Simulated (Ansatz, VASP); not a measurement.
**TeW in VASP and in Ansatz**

```
CELL_PARAMETERS angstrom
0.00000 3.06183 3.06183
3.06183 0.00000 3.06183
3.06183 3.06183 0.00000
ATOMIC_POSITIONS crystal
W 0.00000 0.00000 0.00000
Te 0.25000 0.25000 0.25000
```

Alike in both runs: task single point; functional PBE; k mesh 12 × 12 × 12; occupations gaussian, width 0.1 eV; collinear spin.

```csv
,VASP,Ansatz
version,VASP 6.6.1,Ansatz 0.2.0
potentials or method,"VASP PAW PBE potentials, release 64 (W_sv, Te), cutoff 520 eV","scalar-relativistic, plane waves, PAW"
valence electrons in the cell,20,30
```

|  | VASP | Ansatz | Ansatz less VASP |
| --- | --- | --- | --- |
| gap on the k mesh at the Fermi level (eV) | none | none | - |
| pressure (GPa) | 0.0 | 0.0 | +0.01 |
| net moment per atom (μB) | 0.70 | 0.70 | -0.001 |
| size of the moment on the site where the two differ most (μB) | 1.10 | 0.95 | -0.152 |

Site moments also hang on the region over which each program counts them. A gap of «none» marks a metal or a gap that the smearing closes. With one functional, cell and mesh, what is left measures potentials, basis and numerics. VASP's potentials hold 20 valence electrons a cell and Ansatz's 30, so a difference there can come from the potentials and not from the codes.

Spin-orbit coupling is off throughout.
